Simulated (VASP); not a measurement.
# Rh (Fm-3m) in VASP: notebook

Rh is run at these levels: PBEsol; tasks: single point.

All numbers are computed with VASP 6.6.1; they aren't measurements. Logs are shortened: lines on timing, memory, paths and dates and some standing lists are left out, and cuts for length are marked.

**1. The cell of the first run**

It takes space group Fm-3m (No. 225, cubic). The conventional cell has a = 3.780 Å, b = 3.780 Å, c = 3.780 Å, α = 90.00°, β = 90.00°, γ = 90.00°. Within 3.5 Å of Rh (site symmetry m-3m) lie 12 Rh at 2.67 Å.

**2. Single point, PBEsol, collinear spin, ferromagnetic start**

File INCAR:

```
ALGO = Normal
EDIFF = 1E-6
ENCUT = 520
GGA = PS
ISIF = 2
ISMEAR = -1
ISPIN = 2
LASPH = T
LCHARG = F
LMAXMIX = 4
LORBIT = 11
LREAL = F
LWAVE = F
MAGMOM = 1
NBANDS = 18
NELM = 150
PREC = Accurate
SIGMA = 0.05
```

File KPOINTS:

```
k-points
0
Gamma
  23 23 23
```

File POSCAR:

```
Rh
1.0
    0.0000000000      1.8901325671      1.8901325671
    1.8901325671      0.0000000000      1.8901325671
    1.8901325671      1.8901325671      0.0000000000
Rh
1
Direct
    0.0000000000      0.0000000000      0.0000000000
```

Potentials or basis: VASP PAW PBE potentials, release 64 (Rh_pv).

The run is started by

```sh
$ cat potpaw_PBE.64/Rh_pv/POTCAR > POTCAR
$ mpirun -np 1 vasp_std > vasp.out
```

OUTCAR:

```text
EDIFF = 1E-6
   ENCUT = 520
   GGA = PS
   ISIF = 2
   ISMEAR = -1
   ISPIN = 2
   LASPH = T
   LORBIT = 11
   LREAL = F
   NELM = 150
   PREC = Accurate

 ion  position               nearest neighbor table
   1  0.000  0.000  0.000-

  LATTYP: Found a face centered cubic cell.
 ALAT       =     3.7802651342

  Lattice vectors:

 A1 = (   0.0000000000,   1.8901325671,   1.8901325671)
 A2 = (   1.8901325671,   0.0000000000,   1.8901325671)
 A3 = (   1.8901325671,   1.8901325671,   0.0000000000)

Analysis of symmetry for initial positions (statically):
=====================================================================
 Subroutine PRICEL returns:
 Original cell was already a primitive cell.

 Routine SETGRP: Setting up the symmetry group for a
 face centered cubic supercell.

 Subroutine GETGRP returns: Found 48 space group operations
 (whereof 48 operations were pure point group operations)
 out of a pool of 48 trial point group operations.

The static configuration has the point symmetry O_h .

Analysis of symmetry for dynamics (positions and initial velocities):
=====================================================================
 Subroutine PRICEL returns:
 Original cell was already a primitive cell.

 Routine SETGRP: Setting up the symmetry group for a
 face centered cubic supercell.

 Subroutine GETGRP returns: Found 48 space group operations
 (whereof 48 operations were pure point group operations)
 out of a pool of 48 trial point group operations.

The dynamic configuration has the point symmetry O_h .

Analysis of structural, dynamic, and magnetic symmetry:
=====================================================================
 Subroutine PRICEL returns:
 Original cell was already a primitive cell.

 Routine SETGRP: Setting up the symmetry group for a
 face centered cubic supercell.

 Subroutine GETGRP returns: Found 48 space group operations
 (whereof 48 operations were pure point group operations)
 out of a pool of 48 trial point group operations.

The overall configuration has the point symmetry O_h .

 Subroutine INISYM returns: Found 48 space group operations
 (whereof 48 operations are pure point group operations),
 and found     1 'primitive' translations

----------------------------------------------------------------------------------------

                                     Primitive cell

  volume of cell :      13.5054

  direct lattice vectors                    reciprocal lattice vectors
     0.000000000  1.890132567  1.890132567    -0.264531710  0.264531710  0.264531710
     1.890132567  0.000000000  1.890132567     0.264531710 -0.264531710  0.264531710
     1.890132567  1.890132567  0.000000000     0.264531710  0.264531710 -0.264531710

  length of vectors
     2.673051111  2.673051111  2.673051111     0.458182362  0.458182362  0.458182362

  position of ions in fractional coordinates (direct lattice)
     0.000000000  0.000000000  0.000000000

  ion indices of the primitive-cell ions
   primitive index   ion index
                 1           1

----------------------------------------------------------------------------------------

 KPOINTS: k-points

Automatic generation of k-mesh.
 Grid dimensions read from file:
 generate k-points for:   23   23   23

 Generating k-lattice:

  Cartesian coordinates                     Fractional coordinates (reciprocal lattice)
    -0.011501379  0.011501379  0.011501379     0.043478261  0.000000000  0.000000000
     0.011501379 -0.011501379  0.011501379     0.000000000  0.043478261  0.000000000
     0.011501379  0.011501379 -0.011501379     0.000000000  0.000000000  0.043478261

  Length of vectors
     0.019920972  0.019920972  0.019920972

  Shift w.r.t. Gamma in fractional coordinates (k-lattice)
     0.000000000  0.000000000  0.000000000

 Subroutine IBZKPT returns following result:
 ===========================================

 Found    364 irreducible k-points:

 Following reciprocal coordinates:
            Coordinates               Weight
  0.000000  0.000000  0.000000      1.000000
  0.043478  0.000000  0.000000      8.000000
  0.086957  0.000000  0.000000      8.000000
  0.130435  0.000000  0.000000      8.000000
  0.173913  0.000000  0.000000      8.000000
  0.217391  0.000000  0.000000      8.000000
[... 16 lines left out ...]
  0.478261  0.043478  0.000000     24.000000
 -0.478261  0.043478  0.000000     24.000000
 [... further k-points ...]
   k-points           NKPTS =    364   k-points in BZ     NKDIM =    364   number of bands    NBANDS=     18
   number of dos      NEDOS =    301   number of ions     NIONS =      1
   total plane-waves  NPLWV =   8000
   dimension x,y,z NGX =    20 NGY =   20 NGZ =   20
   dimension x,y,z NGXF=    40 NGYF=   40 NGZF=   40
   ions per type =               1
   NGX,Y,Z   is equivalent  to a cutoff of  12.44, 12.44, 12.44 a.u.
   NGXF,Y,Z  is equivalent  to a cutoff of  24.88, 24.88, 24.88 a.u.
 SYSTEM =  unknown system
   PREC   = accura    normal or accurate (medium, high low for compatibility)
   ISTART =      0    job   : 0-new  1-cont  2-samecut
   ICHARG =      2    charge: 1-file 2-atom 10-const
   ISPIN  =      2    spin polarized calculation?
   LNONCOLLINEAR =      F non collinear calculations
   LSORBIT =      F    spin-orbit coupling
   LASPH  =      T    aspherical Exc in radial PAW
   ENCUT  =  520.0 eV  38.22 Ry    6.18 a.u.   4.97  4.97  4.97*2*pi/ulx,y,z
   NELM   =    150;   NELMIN=  2; NELMDL= -5     # of ELM steps
   EDIFF  = 0.1E-05   stopping-criterion for ELM
   LREAL  =      F    real-space projection
   EDIFFG = 0.1E-04   stopping-criterion for IOM
   NSW    =      0    number of steps for IOM
   IBRION =     -1    ionic relax: 0-MD 1-quasi-New 2-CG
   NFREE  =      0    steps in history (QN), initial steepest desc. (CG)
   ISIF   =      2    stress and relaxation
   ISYM   =      2    0-nonsym 1-usesym 2-fastsym
   POTIM  = 0.5000    time-step for ionic-motion
   TEBEG  =    0.0;   TEEND  =   0.0 temperature during run
   PSTRESS=    0.0 pullay stress
   NELECT =      15.0000    total number of electrons
   NUPDOWN=      -1.0000    fix difference up-down
   EMIN   =  10.00;   EMAX   =-10.00  energy-range for DOS
   EFERMI =   0.00;   METHOD = LEGACY
   ISMEAR =    -1;   SIGMA  =   0.05  broadening in eV -4-tet -1-fermi 0-gaus
   EFERMI_NEDOS =   21; number of points for ismear=-14 and -15
   IALGO  =     38    algorithm
   IMIX   =      4    mixing-type and parameters
     AMIX     =   0.40;   BMIX     =  1.00
     AMIX_MAG =   1.60;   BMIX_MAG =  1.00
  volume/ion in A,a.u.               =      13.51        91.14
  Fermi-wavevector in a.u.,A,eV,Ry     =   1.695390  3.203823 39.107875  2.874348
  Thomas-Fermi vector in A             =   2.776443
   LORBIT       =     11    0 simple, 1 ext, 2 COOP (PROOUT), +10 PAW based schemes
   GGA     = PS    functional components
   LHFCALC =     F    Hartree Fock is set to
   AEXX    =    0.0000 exact exchange contribution
   IVDW    =     0    specifies the selected vdW correction
   LEPSILON=     F    determine dielectric tensor
   LRPA    =     F    only Hartree local field effects (RPA)
 spin polarized calculation
  energy-cutoff  :      520.00
  volume of cell :       13.51
 maximum number of plane-waves:       376
   NGX =  9   NGY =  9   NGZ =  9

 number of electron      15.0000006 magnetization      -0.0050555

 number of electron      15.0000006 magnetization       0.0008069

 Free energy of the ion-electron system (eV)
  ---------------------------------------------------
  ext. energy  EPLUGINS =         0.00000000
  ---------------------------------------------------
  free energy    TOTEN  =        -8.14284825 eV

  energy without entropy =       -8.13252935  energy(sigma->0) =       -8.13768880

 E-fermi :  12.0812     XC(G=0): -14.3338

 val. band max:       12.0749207084   @ k =   0.3913   0.2174   0.0435
 cond. band min:      12.0902826430   @ k =   0.3478   0.3043   0.0000
 fundamental gap:      0.0153619346
 Fermi energy:        12.0811504306

 spin component 1

 k-point     1 :       0.0000    0.0000    0.0000
  band No.  band energies     occupation
      1     -34.2810      1.00000
      2     -34.2810      1.00000
      3     -34.2810      1.00000
      4       3.8983      1.00000
      5       8.9023      1.00000
      6       8.9023      1.00000
[... 10 lines left out ...]
     17      44.9223      0.00000
     18      44.9223      0.00000

 k-point     2 :       0.0435    0.0000    0.0000
  band No.  band energies     occupation
      1     -34.2961      1.00000
      2     -34.2831      1.00000
      3     -34.2831      1.00000
      4       3.9764      1.00000
      5       8.8662      1.00000
      6       8.9335      1.00000
[... 10 lines left out ...]
     17      44.6789      0.00000
     18      44.6789      0.00000
[... 442 lines left out ...]
 k-point    24 :      -0.4783    0.0435    0.0000
  band No.  band energies     occupation
      1     -35.0592      1.00000
      2     -34.3997      1.00000
      3     -34.3912      1.00000
      4       5.8259      1.00000
      5       8.7754      1.00000
      6       8.8774      1.00000
[... 10 lines left out ...]
     17      44.7766      0.00000
     18      50.7868      0.00000

 [... further k-points ...]

 spin component 2

 k-point     1 :       0.0000    0.0000    0.0000
  band No.  band energies     occupation
      1     -34.2802      1.00000
      2     -34.2802      1.00000
      3     -34.2802      1.00000
      4       3.8985      1.00000
      5       8.9028      1.00000
      6       8.9028      1.00000
[... 10 lines left out ...]
     17      44.9227      0.00000
     18      44.9227      0.00000

 k-point     2 :       0.0435    0.0000    0.0000
  band No.  band energies     occupation
      1     -34.2953      1.00000
      2     -34.2822      1.00000
      3     -34.2822      1.00000
      4       3.9766      1.00000
      5       8.8667      1.00000
      6       8.9340      1.00000
[... 10 lines left out ...]
     17      44.6793      0.00000
     18      44.6793      0.00000
[... 442 lines left out ...]
 k-point    24 :      -0.4783    0.0435    0.0000
  band No.  band energies     occupation
      1     -35.0584      1.00000
      2     -34.3989      1.00000
      3     -34.3904      1.00000
      4       5.8263      1.00000
      5       8.7759      1.00000
      6       8.8779      1.00000
[... 10 lines left out ...]
     17      44.7768      0.00000
     18      50.7870      0.00000

 [... further k-points ...]

------------------------ aborting loop because EDIFF is reached ----------------------------------------

  FORCE on cell =-STRESS in cart. coord.  units (eV):
  Direction    XX          YY          ZZ          XY          YZ          ZX
  --------------------------------------------------------------------------------------
  -------------------------------------------------------------------------------------
  Total       -0.0118105     -0.0118105     -0.0118105      0.0000000      0.0000000     -0.0000000
  in kB       -1.4011110     -1.4011110     -1.4011110      0.0000000      0.0000000     -0.0000000
  external PRESSURE =      -1.4011110 kB  Pullay stress =       0.0000000 kB

 VOLUME and BASIS-vectors are now :
 -----------------------------------------------------------------------------
  energy-cutoff  :      520.00
  volume of cell :       13.51
      direct lattice vectors                 reciprocal lattice vectors
     0.000000000  1.890132567  1.890132567    -0.264531710  0.264531710  0.264531710
     1.890132567  0.000000000  1.890132567     0.264531710 -0.264531710  0.264531710
     1.890132567  1.890132567  0.000000000     0.264531710  0.264531710 -0.264531710

 POSITION                                       TOTAL-FORCE (eV/Angst)
 -----------------------------------------------------------------------------------
      0.00000      0.00000      0.00000         0.000000      0.000000      0.000000
 -----------------------------------------------------------------------------------
    total drift:                                0.000000     -0.000000      0.000000

  FREE ENERGIE OF THE ION-ELECTRON SYSTEM (eV)
  ---------------------------------------------------
  free  energy   TOTEN  =        -8.1428482493 eV

  energy  without entropy=       -8.1325293509  energy(sigma->0) =       -8.13768880

 total charge

# of ion       s       p       d       tot
------------------------------------------
    1        0.416   6.317   7.075  13.808

 magnetization (x)

# of ion       s       p       d       tot
------------------------------------------
    1       -0.000  -0.000   0.000   0.000
```

It took 90 s on 1 thread of Intel Xeon Platinum 8375C at 2.90GHz (Ice Lake), shared host; peak memory 0.23 GiB.

What came out:

```
Free energy                                           : -8.1428 eV
Pressure                                              : -0.1 GPa
Net moment                                            : 0.00 μB per cell
Valence electrons inside the program's atomic spheres : Rh 13.81
```

Levels at points of the mesh, in eV from the Fermi level:
Spin up:
```tsv
k point	band 4	band 5	band 6	band 7	band 8	band 9	band 10	band 11
(0.00, 0.00, 0.00)	-8.18	-3.18	-3.18	-3.18	-1.01	-1.01	15.92	20.32
```
Spin down:
```csv
k point,band 4,band 5,band 6,band 7,band 8,band 9,band 10,band 11
"(0.00, 0.00, 0.00)",-8.18,-3.18,-3.18,-3.18,-1.00,-1.00,15.92,20.32
```

Caveat: the PAW data sets were made with another functional, which shifts forces and pressure a little.

**3. Single point, PBEsol, collinear spin, ferromagnetic start (volume scaled by 1.04)**

File INCAR:

```
SYSTEM = Rh
ALGO = Normal
EDIFF = 1E-6
ENCUT = 520
GGA = PS
ISIF = 2
ISMEAR = -1
ISPIN = 2
LASPH = .TRUE.
LCHARG = .TRUE.
LELF = .TRUE.
LMAXMIX = 4
LORBIT = 11
LREAL = .FALSE.
LVHAR = .TRUE.
LWAVE = .FALSE.
MAGMOM = 1
NBANDS = 18
NELM = 150
PREC = Accurate
SIGMA = 0.05
```

File KPOINTS:

```
k-points
0
G
  23 23 23
  0 0 0
```

File POSCAR:

```
Rh
1.0
    0.0000000000      1.9150055848      1.9150055848
    1.9150055848      0.0000000000      1.9150055848
    1.9150055848      1.9150055848      0.0000000000
Rh
1
Direct
    0.0000000000      0.0000000000      0.0000000000
```

Potentials or basis: VASP PAW PBE potentials, release 64 (Rh_pv).

The run is started by

```sh
$ cat potpaw_PBE.64/Rh_pv/POTCAR > POTCAR
$ mpirun -np 1 vasp_std > vasp.out
```

Run time: 100 s. Hardware: 1 thread of Intel Xeon Platinum 8375C at 2.90GHz (Ice Lake), shared host; peak memory 0.23 GiB.

It converged, with:

```yaml
Free_energy: -8.1246 eV
Pressure: -10.6 GPa
Net_moment: 0.00 μB per cell
Valence_electrons_inside_the_program's_atomic_spheres: Rh 13.73
```

Levels at points of the mesh, in eV from the Fermi level:
Spin up:
```
           k point  band 3  band 4  band 5  band 6  band 7  band 8  band 9  band 10  band 11  band 12
(0.00, 0.00, 0.00)  -46.29   -7.89   -2.99   -2.99   -2.99   -0.95   -0.95    15.95    20.43    21.28
```
Spin down:
```csv
k point,band 5,band 6,band 7,band 8,band 9,band 10
"(0.00, 0.00, 0.00)",-2.99,-2.99,-2.99,-0.95,-0.95,15.95
```

Caveat: the PAW data sets were made with another functional, which shifts forces and pressure a little.

**4. Single point, PBEsol, collinear spin, ferromagnetic start (volume scaled by 1.08)**

File INCAR:

```
SYSTEM = Rh
PREC = Accurate
ENCUT = 520
EDIFF = 1E-6
ISMEAR = -1
SIGMA = 0.05
LREAL = .FALSE.
LASPH = .TRUE.
NELM = 150
ALGO = Normal
ISIF = 2
LWAVE = .FALSE.
LCHARG = .FALSE.
ISPIN = 2
MAGMOM = 1
LORBIT = 11
LMAXMIX = 4
GGA = PS
NBANDS = 18
```

File KPOINTS:

```
regular mesh
0
G
  23 23 23
  0 0 0
```

File POSCAR:

```
Rh
1.0
    0.0000000000      1.9392487355      1.9392487355
    1.9392487355      0.0000000000      1.9392487355
    1.9392487355      1.9392487355      0.0000000000
Rh
1
Direct
    0.0000000000      0.0000000000      0.0000000000
```

The run is started by

```sh
$ cat potpaw_PBE.64/Rh_pv/POTCAR > POTCAR
$ mpirun -np 1 vasp_std > vasp.out
```

It took 92 s on 1 thread of Intel Xeon Platinum 8375C at 2.90GHz (Ice Lake), shared host; peak memory 0.24 GiB.

It converged, with:

| Quantity | Value |
| --- | --- |
| Free energy | -8.0751 eV |
| Pressure | -18.7 GPa |
| Net moment | 0.00 μB per cell |
| Valence electrons inside the program's atomic spheres | Rh 13.67 |

Levels at points of the mesh, in eV from the Fermi level:
Spin up:
```tsv
k point	band 5	band 6	band 7	band 8	band 9	band 10
(0.00, 0.00, 0.00)	-2.82	-2.82	-2.82	-0.90	-0.90	15.96
```
Spin down:
```csv
k point,band 4,band 5,band 6,band 7,band 8,band 9,band 10,band 11
"(0.00, 0.00, 0.00)",-7.62,-2.82,-2.82,-2.82,-0.90,-0.90,15.96,20.54
```

Caveat: the PAW data sets were made with another functional, which shifts forces and pressure a little.

**5. Single point, PBEsol, collinear spin, ferromagnetic start (volume scaled by 1.12)**

File INCAR:

```
SYSTEM = Rh
ALGO = Normal
EDIFF = 1E-6
ENCUT = 520
GGA = PS
ISIF = 2
ISMEAR = -1
ISPIN = 2
LASPH = .TRUE.
LCHARG = .TRUE.
LELF = .TRUE.
LMAXMIX = 4
LORBIT = 11
LREAL = .FALSE.
LVHAR = .TRUE.
LWAVE = .FALSE.
MAGMOM = 1
NBANDS = 18
NELM = 150
PREC = Accurate
SIGMA = 0.05
```

File KPOINTS:

```
k-points
0
G
  23 23 23
  0 0 0
```

File POSCAR:

```
Rh
1.0
    0.0000000000      1.9629004413      1.9629004413
    1.9629004413      0.0000000000      1.9629004413
    1.9629004413      1.9629004413      0.0000000000
Rh
1
Direct
    0.0000000000      0.0000000000      0.0000000000
```

The run is started by

```sh
$ cat potpaw_PBE.64/Rh_pv/POTCAR > POTCAR
$ mpirun -np 1 vasp_std > vasp.out
```

It took 1.9 min on 1 thread of Intel Xeon Platinum 8375C at 2.90GHz (Ice Lake), shared host; peak memory 0.26 GiB.

Results (log left out):

- Free energy: -8.0014 eV
- Pressure: -25.0 GPa
- Net moment: 0.00 μB per cell
- Valence electrons inside the program's atomic spheres: Rh 13.62

Levels at points of the mesh, in eV from the Fermi level:
Spin up:
```tsv
k point	band 5	band 6	band 7	band 8	band 9	band 10
(0.00, 0.00, 0.00)	-2.67	-2.67	-2.67	-0.85	-0.85	15.96
```
Spin down:
| k point | band 3 | band 4 | band 5 | band 6 | band 7 | band 8 | band 9 | band 10 | band 11 | band 12 |
| --- | --- | --- | --- | --- | --- | --- | --- | --- | --- | --- |
| (0.00, 0.00, 0.00) | -46.17 | -7.35 | -2.67 | -2.67 | -2.67 | -0.85 | -0.85 | 15.96 | 20.65 | 20.88 |

Caveat: the PAW data sets were made with another functional, which shifts forces and pressure a little.

**6. Overview**

```csv
cell,gap on the mesh (eV),pressure (GPa),moment (μB)
"a = 2.673 Å, angles 60.0°, 1 atom",none,-0.1,0.00
"a = 2.708 Å, angles 60.0°, 1 atom",none,-10.6,0.00
"a = 2.743 Å, angles 60.0°, 1 atom",none,-18.7,0.00
"a = 2.776 Å, angles 60.0°, 1 atom",none,-25.0,0.00
```

Alike in all rows: task single point; level PBEsol; potentials or basis VASP PAW PBE potentials, release 64 (Rh_pv); spin collinear, ferromagnetic start; k mesh 23 × 23 × 23; cutoff (eV) 520; smearing fermi-dirac 0.05 eV.

Caveats: the PAW data sets were made with another functional, which shifts forces and pressure a little.

Total energies depend on the potentials used, so only differences within one code and one set of settings carry meaning.
